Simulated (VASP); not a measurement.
# Zr3F2 (P6/mmm) in VASP: relaxation of cell and atoms with PBE

Aim: the relaxation of cell and atoms of Zr3F2 with PBE.

Everything below comes from runs of VASP 6.6.1. Logs are shortened: lines on timing, memory, paths and dates and some standing lists are left out, and cuts for length are marked.

### Step 1. The cell of the first run

It takes space group P6/mmm (No. 191, hexagonal). The conventional cell has a = 4.807 Å, b = 4.807 Å, c = 4.068 Å, α = 90.00°, β = 90.00°, γ = 120.00°. Within 3.2 Å of Zr (site symmetry mmm) lie 4 Zr at 2.40 Å and 6 F at 2.40 to 3.15 Å. Within 2.7 Å of F (site symmetry 6/mmm) lie 2 F at 2.03 Å. F (site symmetry 6/mmm) has 2 F at 2.03 Å and 6 Zr at 2.40 Å within 2.7 Å.

The cell was built from a structure type or drawn by symmetry, and may not be a known phase.

### Step 2. Relaxation of cell and atoms, PBE

INCAR reads:

```
PREC = Accurate
ENCUT = 600
EDIFF = 1E-7
ISMEAR = 0
SIGMA = 0.1
LREAL = False
LASPH = True
NELM = 100
ALGO = Normal
ISIF = 3
LWAVE = False
LCHARG = False
GGA = PE
IBRION = 2
NSW = 90
EDIFFG = -0.04
```

KPOINTS reads:

```
regular mesh
0
Gamma
  6 6 4
```

POSCAR reads:

```
Zr3F2
1.0
    4.8073194500      0.0000000000      0.0000000000
   -2.4036597300      4.1632607700      0.0000000000
    0.0000000000      0.0000000000      4.0677291500
Zr F
3 2
Direct
    0.5000000000      0.0000000000      0.0000000000
    0.0000000000      0.5000000000      0.0000000000
    0.5000000000      0.5000000000      0.0000000000
    0.0000000000      0.0000000000      0.5000000000
    0.0000000000      0.0000000000      0.0000000000
```

Potentials or basis: VASP PAW PBE potentials, release 64 (Zr_sv, F).

The run is started by

```
> cat potpaw_PBE.64/Zr_sv/POTCAR potpaw_PBE.64/F/POTCAR > POTCAR
> mpirun -np 1 vasp_std > vasp.out
```

OUTCAR:

```text
PREC = Accurate
   ENCUT = 600
   EDIFF = 1E-7
   ISMEAR = 0
   LREAL = False
   LASPH = True
   NELM = 100
   ISIF = 3
   GGA = PE
   IBRION = 2
   NSW = 90
   EDIFFG = -0.04

 ion  position               nearest neighbor table
   1  0.500  0.000  0.000-   2 2.40   2 2.40   5 2.40   5 2.40   3 2.40   3 2.40
   2  0.000  0.500  0.000-   1 2.40   1 2.40   3 2.40   3 2.40   5 2.40   5 2.40
   3  0.500  0.500  0.000-   5 2.40   5 2.40   2 2.40   2 2.40   1 2.40   1 2.40
   4  0.000  0.000  0.500-
   5  0.000  0.000  0.000-   3 2.40   3 2.40   1 2.40   1 2.40   2 2.40   2 2.40

  LATTYP: Found a hexagonal cell.
 ALAT       =     4.8073194500
 C/A-ratio  =     0.8461532861

  Lattice vectors:

 A1 = (   4.8073194500,   0.0000000000,   0.0000000000)
 A2 = (  -2.4036597300,   4.1632607700,   0.0000000000)
 A3 = (   0.0000000000,   0.0000000000,   4.0677291500)

Analysis of symmetry for initial positions (statically):
=====================================================================
 Subroutine PRICEL returns:
 Original cell was already a primitive cell.

 Routine SETGRP: Setting up the symmetry group for a
 hexagonal supercell.

 Subroutine GETGRP returns: Found 24 space group operations
 (whereof 24 operations were pure point group operations)
 out of a pool of 24 trial point group operations.

The static configuration has the point symmetry D_6h.

Analysis of symmetry for dynamics (positions and initial velocities):
=====================================================================
 Subroutine PRICEL returns:
 Original cell was already a primitive cell.

 Routine SETGRP: Setting up the symmetry group for a
 hexagonal supercell.

 Subroutine GETGRP returns: Found 24 space group operations
 (whereof 24 operations were pure point group operations)
 out of a pool of 24 trial point group operations.

The dynamic configuration has the point symmetry D_6h.

 Subroutine INISYM returns: Found 24 space group operations
 (whereof 24 operations are pure point group operations),
 and found     1 'primitive' translations

----------------------------------------------------------------------------------------

                                     Primitive cell

  volume of cell :      81.4120

  direct lattice vectors                    reciprocal lattice vectors
     4.807319450  0.000000000  0.000000000     0.208016133  0.120098170  0.000000000
    -2.403659730  4.163260770  0.000000000     0.000000000  0.240196340  0.000000000
     0.000000000  0.000000000  4.067729150     0.000000000  0.000000000  0.245837410

  length of vectors
     4.807319450  4.807319454  4.067729150     0.240196340  0.240196340  0.245837410

  position of ions in fractional coordinates (direct lattice)
     0.500000000  0.000000000  0.000000000
     1.000000000  0.500000000  0.000000000
     0.500000000  0.500000000  0.000000000
     0.000000000  0.000000000  0.500000000
     0.000000000  0.000000000  0.000000000

  ion indices of the primitive-cell ions
   primitive index   ion index
                 1           1
                 2           2
                 3           3
                 4           4
                 5           5

----------------------------------------------------------------------------------------

 KPOINTS: regular mesh

Automatic generation of k-mesh.
 Grid dimensions read from file:
 generate k-points for:    6    6    4

 Generating k-lattice:

  Cartesian coordinates                     Fractional coordinates (reciprocal lattice)
     0.034669355  0.020016362  0.000000000     0.166666667 -0.000000000  0.000000000
     0.000000000  0.040032723  0.000000000     0.000000000  0.166666667  0.000000000
     0.000000000  0.000000000  0.061459353     0.000000000  0.000000000  0.250000000

  Length of vectors
     0.040032723  0.040032723  0.061459353

  Shift w.r.t. Gamma in fractional coordinates (k-lattice)
     0.000000000  0.000000000  0.000000000

 Subroutine IBZKPT returns following result:
 ===========================================

 Found     21 irreducible k-points:

 Following reciprocal coordinates:
            Coordinates               Weight
  0.000000  0.000000  0.000000      1.000000
  0.166667  0.000000  0.000000      6.000000
  0.333333 -0.000000  0.000000      6.000000
  0.500000  0.000000  0.000000      3.000000
  0.166667  0.166667  0.000000      6.000000
  0.333333  0.166667  0.000000     12.000000
[... 13 lines left out ...]
  0.333333  0.166667  0.500000     12.000000
  0.333333  0.333333  0.500000      2.000000
   k-points           NKPTS =     21   k-points in BZ     NKDIM =     21   number of bands    NBANDS=     30
   number of dos      NEDOS =    301   number of ions     NIONS =      5
   total plane-waves  NPLWV =  51200
   dimension x,y,z NGX =    40 NGY =   40 NGZ =   32
   dimension x,y,z NGXF=    80 NGYF=   80 NGZF=   64
   ions per type =               3   2
   NGX,Y,Z   is equivalent  to a cutoff of  13.83, 13.83, 13.08 a.u.
   NGXF,Y,Z  is equivalent  to a cutoff of  27.67, 27.67, 26.16 a.u.
 SYSTEM =  unknown system
   PREC   = accura    normal or accurate (medium, high low for compatibility)
   ISTART =      0    job   : 0-new  1-cont  2-samecut
   ICHARG =      2    charge: 1-file 2-atom 10-const
   ISPIN  =      1    spin polarized calculation?
   LNONCOLLINEAR =      F non collinear calculations
   LSORBIT =      F    spin-orbit coupling
   LASPH  =      T    aspherical Exc in radial PAW
   ENCUT  =  600.0 eV  44.10 Ry    6.64 a.u.   9.60  9.60  8.12*2*pi/ulx,y,z
   NELM   =    100;   NELMIN=  2; NELMDL= -5     # of ELM steps
   EDIFF  = 0.1E-06   stopping-criterion for ELM
   LREAL  =      F    real-space projection
   EDIFFG = -.4E-01   stopping-criterion for IOM
   NSW    =     90    number of steps for IOM
   IBRION =      2    ionic relax: 0-MD 1-quasi-New 2-CG
   NFREE  =      1    steps in history (QN), initial steepest desc. (CG)
   ISIF   =      3    stress and relaxation
   ISYM   =      2    0-nonsym 1-usesym 2-fastsym
   POTIM  = 0.5000    time-step for ionic-motion
   TEBEG  =    0.0;   TEEND  =   0.0 temperature during run
   PSTRESS=    0.0 pullay stress
   NELECT =      50.0000    total number of electrons
   NUPDOWN=      -1.0000    fix difference up-down
   EMIN   =  10.00;   EMAX   =-10.00  energy-range for DOS
   EFERMI =   0.00;   METHOD = LEGACY
   ISMEAR =     0;   SIGMA  =   0.10  broadening in eV -4-tet -1-fermi 0-gaus
   EFERMI_NEDOS =   21; number of points for ismear=-14 and -15
   IALGO  =     38    algorithm
   IMIX   =      4    mixing-type and parameters
     AMIX     =   0.40;   BMIX     =  1.00
     AMIX_MAG =   1.60;   BMIX_MAG =  1.00
  volume/ion in A,a.u.               =      16.28       109.88
  Fermi-wavevector in a.u.,A,eV,Ry     =   1.391560  2.629667 26.346858  1.936439
  Thomas-Fermi vector in A             =   2.515387
   LORBIT       =      0    0 simple, 1 ext, 2 COOP (PROOUT), +10 PAW based schemes
   GGA     = PE    functional components
   LHFCALC =     F    Hartree Fock is set to
   AEXX    =    0.0000 exact exchange contribution
   IVDW    =     0    specifies the selected vdW correction
   LEPSILON=     F    determine dielectric tensor
   LRPA    =     F    only Hartree local field effects (RPA)
 conjugate gradient relaxation of ions
 non-spin polarized calculation
 Gauss-broadening in eV      SIGMA  =   0.10
  energy-cutoff  :      600.00
  volume of cell :       81.41
 maximum number of plane-waves:      2758
 NGX is ok and might be reduce to    40
   NGX = 19   NGY = 19   NGZ = 17

--------------------------------------- Ionic step        1  -------------------------------------------

 number of electron      49.9999996 magnetization

 Free energy of the ion-electron system (eV)
  ---------------------------------------------------
  ext. energy  EPLUGINS =         0.00000000
  ---------------------------------------------------
  free energy    TOTEN  =       -25.50823925 eV

  energy without entropy =      -25.48064551  energy(sigma->0) =      -25.49444238

 E-fermi :   8.2309     XC(G=0): -10.8890

 val. band max:        8.2263765134   @ k =   0.5000   0.0000   0.2500
 cond. band min:       8.2695447957   @ k =   0.5000   0.0000   0.5000
 fundamental gap:      0.0431682822
 Fermi energy:         8.2309198155

 k-point     1 :       0.0000    0.0000    0.0000
  band No.  band energies     occupation
      1     -41.2567      2.00000
      2     -39.8923      2.00000
      3     -39.8923      2.00000
      4     -22.1333      2.00000
      5     -20.2573      2.00000
      6     -20.2573      2.00000
[... 718 lines left out ...]
  energy  without entropy=      -25.4806455089  energy(sigma->0) =      -25.49444238

--------------------------------------- Ionic step        2  -------------------------------------------

 number of electron      50.0000014 magnetization

 E-fermi :   3.9798     XC(G=0):  -8.9853

 val. band max:        3.9723617522   @ k =   0.3333  -0.0000   0.5000
 cond. band min:       3.9846235964   @ k =   0.1667   0.1667   0.5000
 fundamental gap:      0.0122618442
 Fermi energy:         3.9797596466

 k-point     1 :       0.0000    0.0000    0.0000
  band No.  band energies     occupation
      1     -45.6062      2.00000
      2     -45.4312      2.00000
      3     -45.4312      2.00000
      4     -24.0167      2.00000
      5     -23.9223      2.00000
      6     -23.9223      2.00000
[... 874 lines left out ...]
  energy  without entropy=      -28.2301335850  energy(sigma->0) =      -28.25446369

--------------------------------------- Ionic step        7  -------------------------------------------

 number of electron      50.0000020 magnetization

 Free energy of the ion-electron system (eV)
  ---------------------------------------------------
  ext. energy  EPLUGINS =         0.00000000
  ---------------------------------------------------
  free energy    TOTEN  =       -28.27918725 eV

  energy without entropy =      -28.23080657  energy(sigma->0) =      -28.25499691

 E-fermi :   5.2054     XC(G=0):  -9.5220

 val. band max:        5.2051685456   @ k =   0.1667   0.0000   0.5000
 cond. band min:       5.2262894027   @ k =   0.0000   0.0000   0.5000
 fundamental gap:      0.0211208571
 Fermi energy:         5.2053693200

 k-point     1 :       0.0000    0.0000    0.0000
  band No.  band energies     occupation
      1     -44.1515      2.00000
      2     -43.7394      2.00000
      3     -43.7394      2.00000
      4     -23.2489      2.00000
      5     -22.6793      2.00000
      6     -22.6793      2.00000
[... 714 lines left out ...]
  FREE ENERGIE OF THE ION-ELECTRON SYSTEM (eV)
  ---------------------------------------------------
  free  energy   TOTEN  =       -28.2791872477 eV

  energy  without entropy=      -28.2308065750  energy(sigma->0) =      -28.25499691

 reached required accuracy - stopping structural energy minimisation
```

It took 7.7 min on 1 thread of Intel Xeon Platinum 8259CL at 2.50GHz (Skylake/Cascade Lake), shared host; peak memory 0.25 GiB.

What came out:

| Quantity | Value |
| --- | --- |
| Free energy | -28.2792 eV |
| Relaxed volume | 22.22 Å³/atom |
| Relaxed cell | a = 5.443 Å, b = 5.443 Å, c = 4.330 Å, α = 90.00°, β = 90.00°, γ = 120.00° |
| Space group after relaxing (to 0.1 Å) | P6/mmm (No. 191) |
| Energy gained by relaxing | 554.2 meV/atom |
| Ionic steps | 7 |
| Pressure after relaxing | -0.1 GPa |
| Band gap on the k mesh | zero (bands 25 and 26 overlap by 0.60 eV) |

Step by step:
```
step  energy change (eV)  largest force (eV/Å)  pressure (GPa)  volume (Å³)
   1              0.0000                0.0000           34.26        81.41
   2             -1.8734                0.0000           -9.00       128.75
   3             -2.7418                0.0000            0.88       107.64
   4             -2.7417                0.0000            0.50       108.21
   5             -2.7654                0.0000            0.16       109.81
   6             -2.7706                0.0000           -0.11       111.43
   7             -2.7709                0.0000           -0.05       111.09
```

Final structure:
```
CELL_PARAMETERS angstrom
5.44316 0.00000 0.00000
-2.72158 4.71391 0.00000
0.00000 0.00000 4.32959
ATOMIC_POSITIONS crystal
Zr 0.50000 0.00000 0.00000
Zr 0.00000 0.50000 0.00000
Zr 0.50000 0.50000 0.00000
F 0.00000 0.00000 0.50000
F 0.00000 0.00000 0.00000
```

Caveat: the k points lie up to 0.36 Å⁻¹ apart in the final cell, too coarse for converged energies and pressures of a metal; the volume moved by over 15 % at a fixed basis, so the end points are rough.
